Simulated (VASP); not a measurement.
# NaMgF3 (Pmmm) in VASP: notebook, part 2 of 2

VASP 6.6.1.

## 4. Single point, LDA (strain -0.0500 x Voigt [1, -1, 0, 0, 0, 0])

INCAR

```
SYSTEM = NaMgF3
PREC = Accurate
ENCUT = 520
EDIFF = 1E-6
ISMEAR = 0
SIGMA = 0.05
LREAL = .FALSE.
LASPH = .TRUE.
NELM = 100
ALGO = Normal
ISIF = 2
LWAVE = .FALSE.
LCHARG = .FALSE.
NBANDS = 23
```

KPOINTS

```
regular mesh
0
G
  6 6 6
  0 0 0
```

POSCAR

```
NaMgF3
1.0
    3.7532970500      0.0000000000      0.0000000000
    0.0000000000      4.1483809500      0.0000000000
    0.0000000000      0.0000000000      3.9508390000
Na Mg F
1 1 3
Direct
    0.0000000000      0.0000000000      0.0000000000
    0.5000000000      0.5000000000      0.5000000000
    0.5000000000      0.5000000000      0.0000000000
    0.5000000000      0.0000000000      0.5000000000
    0.0000000000      0.5000000000      0.5000000000
```

Potentials or basis: VASP PAW LDA potentials, release 64 (Na_pv, Mg, F).

Command:

```
$ cat potpaw_LDA.64/Na_pv/POTCAR potpaw_LDA.64/Mg/POTCAR potpaw_LDA.64/F/POTCAR > POTCAR
$ mpirun -np 1 vasp_std > vasp.out
```

OUTCAR:

```text
SYSTEM = NaMgF3
   PREC = Accurate
   ENCUT = 520
   EDIFF = 1E-6
   ISMEAR = 0
   LREAL = .FALSE.
   LASPH = .TRUE.
   NELM = 100
   ISIF = 2

 ion  position               nearest neighbor table
   1  0.000  0.000  0.000-
   2  0.500  0.500  0.500-   5 1.88   5 1.88   3 1.98   3 1.98   4 2.07   4 2.07
   3  0.500  0.500  0.000-   2 1.98   2 1.98
   4  0.500  0.000  0.500-   2 2.07   2 2.07
   5  0.000  0.500  0.500-   2 1.88   2 1.88

  LATTYP: Found a simple orthorhombic cell.
 ALAT       =     3.7532970500
 B/A-ratio  =     1.0526315789
 C/A-ratio  =     1.1052631579

  Lattice vectors:

 A1 = (  -3.7532970500,   0.0000000000,   0.0000000000)
 A2 = (   0.0000000000,   0.0000000000,   3.9508390000)
 A3 = (   0.0000000000,   4.1483809500,   0.0000000000)

Analysis of symmetry for initial positions (statically):
=====================================================================
 Subroutine PRICEL returns:
 Original cell was already a primitive cell.

 Routine SETGRP: Setting up the symmetry group for a
 simple orthorhombic supercell.

 Subroutine GETGRP returns: Found  8 space group operations
 (whereof  8 operations were pure point group operations)
 out of a pool of  8 trial point group operations.

The static configuration has the point symmetry D_2h.

Analysis of symmetry for dynamics (positions and initial velocities):
=====================================================================
 Subroutine PRICEL returns:
 Original cell was already a primitive cell.

 Routine SETGRP: Setting up the symmetry group for a
 simple orthorhombic supercell.

 Subroutine GETGRP returns: Found  8 space group operations
 (whereof  8 operations were pure point group operations)
 out of a pool of  8 trial point group operations.

The dynamic configuration has the point symmetry D_2h.

 Subroutine INISYM returns: Found  8 space group operations
 (whereof  8 operations are pure point group operations),
 and found     1 'primitive' translations

----------------------------------------------------------------------------------------

                                     Primitive cell

  volume of cell :      61.5150

  direct lattice vectors                    reciprocal lattice vectors
     3.753297050  0.000000000  0.000000000     0.266432416  0.000000000  0.000000000
     0.000000000  4.148380950  0.000000000     0.000000000  0.241057900  0.000000000
     0.000000000  0.000000000  3.950839000     0.000000000  0.000000000  0.253110795

  length of vectors
     3.753297050  4.148380950  3.950839000     0.266432416  0.241057900  0.253110795

  position of ions in fractional coordinates (direct lattice)
     0.000000000  0.000000000  0.000000000
     0.500000000  0.500000000  0.500000000
     0.500000000  0.500000000  0.000000000
     0.500000000  0.000000000  0.500000000
     0.000000000  0.500000000  0.500000000

  ion indices of the primitive-cell ions
   primitive index   ion index
                 1           1
                 2           2
                 3           3
                 4           4
                 5           5

----------------------------------------------------------------------------------------

[... 25 lines left out ...]
            Coordinates               Weight
  0.000000  0.000000  0.000000      1.000000
  0.166667  0.000000  0.000000      2.000000
  0.333333  0.000000  0.000000      2.000000
  0.500000  0.000000  0.000000      1.000000
  0.000000  0.166667  0.000000      2.000000
  0.166667  0.166667  0.000000      4.000000
[... 16 lines left out ...]
  0.333333  0.166667  0.166667      8.000000
  0.500000  0.166667  0.166667      4.000000
 [... further k-points ...]
   k-points           NKPTS =     64   k-points in BZ     NKDIM =     64   number of bands    NBANDS=     23
   number of dos      NEDOS =    301   number of ions     NIONS =      5
   total plane-waves  NPLWV =  26880
   dimension x,y,z NGX =    28 NGY =   32 NGZ =   30
   dimension x,y,z NGXF=    56 NGYF=   64 NGZF=   60
   ions per type =               1   1   3
   NGX,Y,Z   is equivalent  to a cutoff of  12.40, 12.82, 12.62 a.u.
   NGXF,Y,Z  is equivalent  to a cutoff of  24.80, 25.65, 25.25 a.u.
 SYSTEM =  NaMgF3
   PREC   = accura    normal or accurate (medium, high low for compatibility)
   ISTART =      0    job   : 0-new  1-cont  2-samecut
   ICHARG =      2    charge: 1-file 2-atom 10-const
   ISPIN  =      1    spin polarized calculation?
   LNONCOLLINEAR =      F non collinear calculations
   LSORBIT =      F    spin-orbit coupling
   LASPH  =      T    aspherical Exc in radial PAW
   ENCUT  =  520.0 eV  38.22 Ry    6.18 a.u.   6.98  7.71  7.35*2*pi/ulx,y,z
   NELM   =    100;   NELMIN=  2; NELMDL= -5     # of ELM steps
   EDIFF  = 0.1E-05   stopping-criterion for ELM
   LREAL  =      F    real-space projection
   EDIFFG = 0.1E-04   stopping-criterion for IOM
   NSW    =      0    number of steps for IOM
   IBRION =     -1    ionic relax: 0-MD 1-quasi-New 2-CG
   NFREE  =      0    steps in history (QN), initial steepest desc. (CG)
   ISIF   =      2    stress and relaxation
   ISYM   =      2    0-nonsym 1-usesym 2-fastsym
   POTIM  = 0.5000    time-step for ionic-motion
   TEBEG  =    0.0;   TEEND  =   0.0 temperature during run
   PSTRESS=    0.0 pullay stress
   NELECT =      30.0000    total number of electrons
   NUPDOWN=      -1.0000    fix difference up-down
   EMIN   =  10.00;   EMAX   =-10.00  energy-range for DOS
   EFERMI =   0.00;   METHOD = LEGACY
   ISMEAR =     0;   SIGMA  =   0.05  broadening in eV -4-tet -1-fermi 0-gaus
   EFERMI_NEDOS =   21; number of points for ismear=-14 and -15
   IALGO  =     38    algorithm
   IMIX   =      4    mixing-type and parameters
     AMIX     =   0.40;   BMIX     =  1.00
     AMIX_MAG =   1.60;   BMIX_MAG =  1.00
  volume/ion in A,a.u.               =      12.30        83.02
  Fermi-wavevector in a.u.,A,eV,Ry     =   1.288610  2.435120 22.592700  1.660517
  Thomas-Fermi vector in A             =   2.420554
   LORBIT       =      0    0 simple, 1 ext, 2 COOP (PROOUT), +10 PAW based schemes
   GGA     = CA    functional components
   LHFCALC =     F    Hartree Fock is set to
   AEXX    =    0.0000 exact exchange contribution
   IVDW    =     0    specifies the selected vdW correction
   LEPSILON=     F    determine dielectric tensor
   LRPA    =     F    only Hartree local field effects (RPA)
 non-spin polarized calculation
 Gauss-broadening in eV      SIGMA  =   0.05
  energy-cutoff  :      520.00
  volume of cell :       61.51
 maximum number of plane-waves:      1676
 NGX is ok and might be reduce to    28
   NGX = 13   NGY = 15   NGZ = 15

 number of electron      29.9999979 magnetization

 Free energy of the ion-electron system (eV)
  ---------------------------------------------------
  ext. energy  EPLUGINS =         0.00000000
  ---------------------------------------------------
  free energy    TOTEN  =       -26.51337851 eV

  energy without entropy =      -26.51337851  energy(sigma->0) =      -26.51337851

 E-fermi :  -1.7638     XC(G=0):  -9.8891

 val. band max:       -1.9816821061   @ k =   0.5000   0.5000   0.5000
 cond. band min:       3.5648687526   @ k =   0.0000   0.0000   0.0000
 fundamental gap:      5.5465508587
 Fermi energy:        -1.7638159565

 k-point     1 :       0.0000    0.0000    0.0000
  band No.  band energies     occupation
      1     -22.0951      2.00000
      2     -22.0887      2.00000
      3     -22.0875      2.00000
      4     -22.0130      2.00000
      5     -21.1843      2.00000
      6     -21.0092      2.00000
[... 613 lines left out ...]
     22      14.4013      0.00000
     23      14.6169      0.00000

 [... further k-points ...]

------------------------ aborting loop because EDIFF is reached ----------------------------------------

  FORCE on cell =-STRESS in cart. coord.  units (eV):
  Direction    XX          YY          ZZ          XY          YZ          ZX
  --------------------------------------------------------------------------------------
  -------------------------------------------------------------------------------------
  Total       -0.3199174     -4.1439268     -2.8303310      0.0000000      0.0000000     -0.0000000
  in kB       -8.3323506   -107.9298964    -73.7168742      0.0000000      0.0000000     -0.0000000
  external PRESSURE =     -63.3263738 kB  Pullay stress =       0.0000000 kB

 VOLUME and BASIS-vectors are now :
 -----------------------------------------------------------------------------
  energy-cutoff  :      520.00
  volume of cell :       61.51
      direct lattice vectors                 reciprocal lattice vectors
     3.753297050  0.000000000  0.000000000     0.266432416  0.000000000  0.000000000
     0.000000000  4.148380950  0.000000000     0.000000000  0.241057900  0.000000000
     0.000000000  0.000000000  3.950839000     0.000000000  0.000000000  0.253110795

 POSITION                                       TOTAL-FORCE (eV/Angst)
 -----------------------------------------------------------------------------------
      0.00000      0.00000      0.00000         0.000000      0.000000      0.000000
      1.87665      2.07419      1.97542         0.000000      0.000000      0.000000
      1.87665      2.07419      0.00000         0.000000      0.000000      0.000000
      1.87665      0.00000      1.97542         0.000000      0.000000      0.000000
      0.00000      2.07419      1.97542         0.000000      0.000000      0.000000
 -----------------------------------------------------------------------------------
    total drift:                                0.000000      0.000000      0.000000

  FREE ENERGIE OF THE ION-ELECTRON SYSTEM (eV)
  ---------------------------------------------------
  free  energy   TOTEN  =       -26.5133785137 eV

  energy  without entropy=      -26.5133785137  energy(sigma->0) =      -26.51337851
```

OSZICAR:

```text
N       E                     dE             d eps       ncg     rms          rms(c)
DAV:   1     0.264013409296E+03    0.26401E+03   -0.15765E+04  2999   0.138E+03
DAV:   2    -0.933036920076E+01   -0.27334E+03   -0.25429E+03  3414   0.385E+02
DAV:   3    -0.284503693698E+02   -0.19120E+02   -0.19037E+02  3644   0.102E+02
DAV:   4    -0.287128870895E+02   -0.26252E+00   -0.26246E+00  3231   0.130E+01
DAV:   5    -0.287168857101E+02   -0.39986E-02   -0.39985E-02  3532   0.157E+00    0.835E+00
DAV:   6    -0.266429789176E+02    0.20739E+01   -0.66142E+00  3511   0.177E+01    0.266E+00
DAV:   7    -0.265646699338E+02    0.78309E-01   -0.76837E-02  3091   0.317E+00    0.158E+00
DAV:   8    -0.265135789145E+02    0.51091E-01   -0.47000E-02  3904   0.602E+00    0.202E-01
DAV:   9    -0.265134787940E+02    0.10012E-03   -0.42317E-03  3364   0.502E-01    0.900E-02
DAV:  10    -0.265133917286E+02    0.87065E-04   -0.40218E-04  3466   0.184E-01    0.210E-02
DAV:  11    -0.265133776766E+02    0.14052E-04   -0.47033E-05  3792   0.118E-01    0.614E-03
DAV:  12    -0.265133787862E+02   -0.11096E-05   -0.12671E-05  3336   0.296E-02    0.577E-03
DAV:  13    -0.265133785137E+02    0.27243E-06   -0.19193E-06  2131   0.122E-02
   1 F= -.26513379E+02 E0= -.26513379E+02  d E =-.269391E-11
```

Run time: 40 s. Hardware: 1 thread of Intel Xeon Platinum 8488C (Sapphire Rapids), shared host; peak memory 0.2 GiB.

What came out:

```
Free energy            : -26.5134 eV
Pressure               : -6.3 GPa
Band gap on the k mesh : 5.55 eV, indirect (least direct gap 6.02 eV)
```

Stress tensor (GPa, compression positive):
```
 -0.83   0.00   0.00
  0.00 -10.79   0.00
  0.00   0.00  -7.37
```

Levels at points of the mesh, in eV from the valence-band top:
```tsv
k point	band 12	band 13	band 14	band 15	band 16	band 17	band 18	band 19
(0.00, 0.00, 0.00)	-0.60	-0.51	-0.51	-0.47	5.55	12.71	13.09	13.23
(0.50, 0.00, 0.00)	-1.30	-0.90	-0.58	-0.57	8.87	8.89	13.79	14.35
(0.00, 0.50, 0.00)	-0.93	-0.87	-0.58	-0.55	8.19	8.90	14.16	14.30
(0.50, 0.50, 0.00)	-1.27	-1.22	-0.95	-0.11	10.12	10.46	10.89	12.53
(0.00, 0.00, 0.50)	-1.00	-0.93	-0.57	-0.55	8.50	8.90	13.60	14.51
(0.50, 0.00, 0.50)	-1.17	-1.16	-1.15	-0.01	10.29	10.73	10.98	12.59
(0.00, 0.50, 0.50)	-1.15	-0.99	-0.86	-0.14	9.88	10.42	10.59	12.49
(0.50, 0.50, 0.50)	-1.12	-0.12	-0.10	0.00	9.89	12.14	12.37	12.49
```

Caveat: the cell differs from its parent crystal (strain -0.0500 x Voigt [1, -1, 0, 0, 0, 0]). A k mesh can miss the band edges.

## 5. Summary

| cell | gap on the mesh (eV) | pressure (GPa) |
| --- | --- | --- |
| a = 3.556, b = 4.346, c = 3.951 Å, 5 atoms | 5.48 | -2.9 |
| a = 4.247, b = 3.655, c = 3.951 Å, 5 atoms | 5.51 | -5.0 |
| a = 3.753, b = 4.148, c = 3.951 Å, 5 atoms | 5.55 | -6.3 |

Alike in all rows: task single point; level LDA; potentials or basis VASP PAW LDA potentials, release 64 (Na_pv, Mg, F); no spin polarisation; k mesh 6 × 6 × 6; cutoff (eV) 520; smearing gaussian 0.05 eV.

Total energies depend on the potentials used, so only differences within one code and one set of settings carry meaning.
